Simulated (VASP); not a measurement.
# MgZn4Te (I4/mmm) in VASP: a series of runs, part 2 of 2

VASP 6.6.1.

### 3 Single point, PBE

This run uses another cell than the first one, of 24.66 Å³/atom, 1.402 times its volume.

The input, INCAR:

```
SYSTEM = MgZn4Te
PREC = Accurate
ENCUT = 520
EDIFF = 1E-7
ISMEAR = 0
SIGMA = 0.1
LREAL = .False.
LASPH = .True.
NELM = 60
ALGO = Fast
ISIF = 2
LWAVE = .False.
LCHARG = .False.
GGA = PE
NBANDS = 37
```

The input, KPOINTS:

```
regular mesh
0
Gamma
  4 4 4
  0 0 0
```

The input, POSCAR:

```
MgZn4Te
1.0
   -2.7217316590      2.7217316590      4.9940771060
    2.7217316590     -2.7217316590      4.9940771060
    2.7217316590      2.7217316590     -4.9940771060
Mg Zn Te
1 4 1
Direct
    0.0000000000      0.0000000000      0.0000000000
    0.6280722972      0.1280722972      0.5000000000
    0.1280722972      0.6280722972      0.5000000000
    0.3719277028      0.8719277028      0.5000000000
    0.8719277028      0.3719277028      0.5000000000
    0.5000000000      0.5000000000      0.0000000000
```

Potentials or basis: VASP PAW PBE potentials, release 64 (Mg, Zn, Te).

Run with:

```console
$ cat potpaw_PBE.64/Mg/POTCAR potpaw_PBE.64/Zn/POTCAR potpaw_PBE.64/Te/POTCAR > POTCAR
$ mpirun -np 1 vasp_std > vasp.out
```

OUTCAR:

```text
SYSTEM = MgZn4Te
   PREC = Accurate
   ENCUT = 520
   EDIFF = 1E-7
   ISMEAR = 0
   LREAL = .False.
   LASPH = .True.
   NELM = 60
   ISIF = 2
   GGA = PE

 ion  position               nearest neighbor table
   1  0.000  0.000  0.000-   2 3.01   3 3.01   4 3.01   5 3.01   2 3.01   3 3.01   5 3.01   4 3.01

   2  0.628  0.128  0.500-   5 2.44   4 2.56   1 3.01   6 3.01   6 3.01   1 3.01
   3  0.128  0.628  0.500-   4 2.44   5 2.56   1 3.01   6 3.01   1 3.01   6 3.01
   4  0.372  0.872  0.500-   3 2.44   2 2.56   1 3.01   6 3.01   1 3.01   6 3.01
   5  0.872  0.372  0.500-   2 2.44   3 2.56   6 3.01   1 3.01   1 3.01   6 3.01
   6  0.500  0.500  0.000-   3 3.01   2 3.01   4 3.01   5 3.01   2 3.01   3 3.01   4 3.01   5 3.01

  LATTYP: Found a body centered tetragonal cell.
 ALAT       =     5.4434633180
 C/A-ratio  =     1.8348895967

  Lattice vectors:

 A1 = (  -2.7217316590,   2.7217316590,   4.9940771060)
 A2 = (   2.7217316590,  -2.7217316590,   4.9940771060)
 A3 = (   2.7217316590,   2.7217316590,  -4.9940771060)

Analysis of symmetry for initial positions (statically):
=====================================================================
 Subroutine PRICEL returns:
 Original cell was already a primitive cell.

 Routine SETGRP: Setting up the symmetry group for a
 body centered tetragonal supercell.

 Subroutine GETGRP returns: Found 16 space group operations
 (whereof 16 operations were pure point group operations)
 out of a pool of 16 trial point group operations.

The static configuration has the point symmetry D_4h.

Analysis of symmetry for dynamics (positions and initial velocities):
=====================================================================
 Subroutine PRICEL returns:
 Original cell was already a primitive cell.

 Routine SETGRP: Setting up the symmetry group for a
 body centered tetragonal supercell.

[... 122 lines left out ...]
  Fermi-wavevector in a.u.,A,eV,Ry     =   1.184138  2.237696 19.077847  1.402182
  Thomas-Fermi vector in A             =   2.320358
   LORBIT       =      0    0 simple, 1 ext, 2 COOP (PROOUT), +10 PAW based schemes
   GGA     = PE    functional components
   LHFCALC =     F    Hartree Fock is set to
   AEXX    =    0.0000 exact exchange contribution
   IVDW    =     0    specifies the selected vdW correction
   LEPSILON=     F    determine dielectric tensor
   LRPA    =     F    only Hartree local field effects (RPA)
 non-spin polarized calculation
 RMM-DIIS sequential band-by-band and
 Gauss-broadening in eV      SIGMA  =   0.10
  energy-cutoff  :      520.00
  volume of cell :      147.98
 maximum number of plane-waves:      3998
 NGX is ok and might be reduce to    48
   NGX = 23   NGY = 23   NGZ = 23

 number of electron      55.9999979 magnetization

 Free energy of the ion-electron system (eV)
  ---------------------------------------------------
  ext. energy  EPLUGINS =         0.00000000
  ---------------------------------------------------
  free energy    TOTEN  =        -7.79799017 eV

  energy without entropy =       -7.79068810  energy(sigma->0) =       -7.79433913

 E-fermi :   2.0316     XC(G=0):  -9.1320

 val. band max:        1.9743890384   @ k =  -0.2500   0.2500   0.2500
 cond. band min:       2.0736256512   @ k =   0.5000   0.0000  -0.0000
 fundamental gap:      0.0992366128
 Fermi energy:         2.0316362401

 k-point     1 :       0.0000    0.0000    0.0000
  band No.  band energies     occupation
      1      -9.3543      2.00000
      2      -5.6559      2.00000
      3      -5.1719      2.00000
      4      -5.1719      2.00000
      5      -4.9985      2.00000
      6      -4.9759      2.00000
[... 509 lines left out ...]
     36       6.9055      0.00000
     37       7.2689      0.00000

------------------------ aborting loop because EDIFF is reached ----------------------------------------

  FORCE on cell =-STRESS in cart. coord.  units (eV):
  Direction    XX          YY          ZZ          XY          YZ          ZX
  --------------------------------------------------------------------------------------
  -------------------------------------------------------------------------------------
  Total       -0.0345962     -0.0345962      0.1044322      0.0000000      0.0000000      0.0000000
  in kB       -0.3745703     -0.3745703      1.1306790      0.0000000      0.0000000      0.0000000
  external PRESSURE =       0.1271795 kB  Pullay stress =       0.0000000 kB

 VOLUME and BASIS-vectors are now :
 -----------------------------------------------------------------------------
  energy-cutoff  :      520.00
  volume of cell :      147.98
      direct lattice vectors                 reciprocal lattice vectors
    -2.721731659  2.721731659  4.994077106     0.000000000  0.183706575  0.100118598
     2.721731659 -2.721731659  4.994077106     0.183706575  0.000000000  0.100118598
     2.721731659  2.721731659 -4.994077106     0.183706575  0.183706575  0.000000000

 POSITION                                       TOTAL-FORCE (eV/Angst)
 -----------------------------------------------------------------------------------
      0.00000      0.00000      0.00000        -0.000000     -0.000000     -0.000000
      0.00000      2.72173      1.27921         0.000000      0.000000      0.032798
      2.72173      0.00000      1.27921         0.000000      0.000000      0.032798
      2.72173      0.00000      3.71487        -0.000000     -0.000000     -0.032798
      0.00000      2.72173      3.71487        -0.000000     -0.000000     -0.032798
      0.00000      0.00000      4.99408        -0.000000     -0.000000     -0.000000
 -----------------------------------------------------------------------------------
    total drift:                                0.000000      0.000000     -0.000000

  FREE ENERGIE OF THE ION-ELECTRON SYSTEM (eV)
  ---------------------------------------------------
  free  energy   TOTEN  =        -7.7979901688 eV

  energy  without entropy=       -7.7906881000  energy(sigma->0) =       -7.79433913
```

stdout:

```text
POSCAR found type information on POSCAR MgZnTe
 POSCAR found :  3 types and       6 ions
 scaLAPACK will be used
 LDA part: xc-table for (Slater+PW92), standard interpolation
 POSCAR, INCAR and KPOINTS ok, starting setup
 FFT: planning ... GRIDC
 FFT: planning ... GRID_SOFT
 FFT: planning ... GRID
 WAVECAR not read
 entering main loop
```

It took 1.7 min on 1 thread of AMD EPYC 9R45 (Zen 5), shared host; peak memory 0.32 GiB.

What came out:

```yaml
Free_energy: -7.7980 eV
Pressure: 0.0 GPa
Largest_force: 0.033 eV/Å
Band_gap_on_the_k_mesh: zero (band 28 reaches 3.36 eV, above the bottom of band 29 at 1.79 eV)
```

Forces on the atoms (eV/Å):
```
Mg   0.000  0.000  0.000
Zn   0.000  0.000  0.033
Zn   0.000  0.000  0.033
Zn   0.000  0.000 -0.033
Zn   0.000  0.000 -0.033
Te   0.000  0.000  0.000
```

Stress tensor (GPa, compression positive):
```
-0.04  0.00  0.00
 0.00 -0.04  0.00
 0.00  0.00  0.11
```

Caveat: the k points lie up to 0.41 Å⁻¹ apart; spin-orbit coupling is left out, which moves the levels of the heavy elements.
